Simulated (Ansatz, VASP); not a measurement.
CoO: VASP beside Ansatz

The input INCAR:

```
SYSTEM = CoO
PREC = Accurate ; ENCUT = 520
EDIFF = 1E-6 ; ISMEAR = 0
SIGMA = 0.1 ; LREAL = .FALSE.
LASPH = .TRUE. ; NELM = 150
ALGO = Normal ; ISIF = 2
LWAVE = .FALSE. ; LCHARG = .TRUE.
ISPIN = 2 ; MAGMOM = 3 0
LORBIT = 11 ; LMAXMIX = 4
GGA = PS ; LELF = .TRUE.
LVHAR = .TRUE. ; NBANDS = 18
```

KPOINTS

```
regular mesh
0
G
  16 16 16
  0 0 0
```

Contents of POSCAR:

```
CoO
1.0
    0.0000000000      2.1744804960      2.1744804960
    2.1744804960      0.0000000000      2.1744804960
    2.1744804960      2.1744804960      0.0000000000
Co O
1 1
Direct
    0.0000000000      0.0000000000      0.0000000000
    0.2500000000      0.2500000000      0.2500000000
```

Input for Ansatz:

```yaml
crystal:
  lattice:
    - [0.0, 2.174480496, 2.174480496]
    - [2.174480496, 0.0, 2.174480496]
    - [2.174480496, 2.174480496, 0.0]
  atoms:
    - { symbol: Co, position: [0.0, 0.0, 0.0], spin: 3.0 }
    - { symbol: O, position: [0.25, 0.25, 0.25] }
basis:
  ecutwfc: 420
kpoints:
  mp_grid: { grid: [16, 16, 16] }
hamiltonian:
  xc: pbesol
scf:
  occupations: { method: gaussian, width: 0.1 }
  lower_state_search: "off"
output:
  forces: true
  stress: true
  eigenvalues: true
  populations: true
  write_density: true
  write_potential: true
  elf: true
  volumetric_format: npy
magnetization:
  spin_polarized: true
```

Alike in both runs: task single point; functional PBEsol; k mesh 16 × 16 × 16; occupations gaussian, width 0.1 eV; collinear spin.

|  | VASP | Ansatz |
| --- | --- | --- |
| version | VASP 6.6.1 | Ansatz 0.2.0 |
| potentials or method | VASP PAW PBE potentials, release 64 (Co, O), cutoff 520 eV | scalar-relativistic, plane waves, PAW |
| valence electrons in the cell | 15 | 23 |

|  | VASP | Ansatz | Ansatz less VASP |
| --- | --- | --- | --- |
| gap on the k mesh at the Fermi level (eV) | none | none | - |
| pressure (GPa) | -0.2 | 0.0 | +0.23 |
| net moment per atom (μB) | 0.91 | 0.92 | +0.006 |
| size of the moment on the site where the two differ most (μB) | 1.62 | 1.52 | -0.105 |

VASP's potentials were made for PBE, not for PBEsol. Site moments also hang on the region over which each program counts them. A gap of «none» marks a metal or a gap that the smearing closes. VASP's potentials hold 15 valence electrons a cell and Ansatz's 23, so a difference there can come from the potentials and not from the codes.
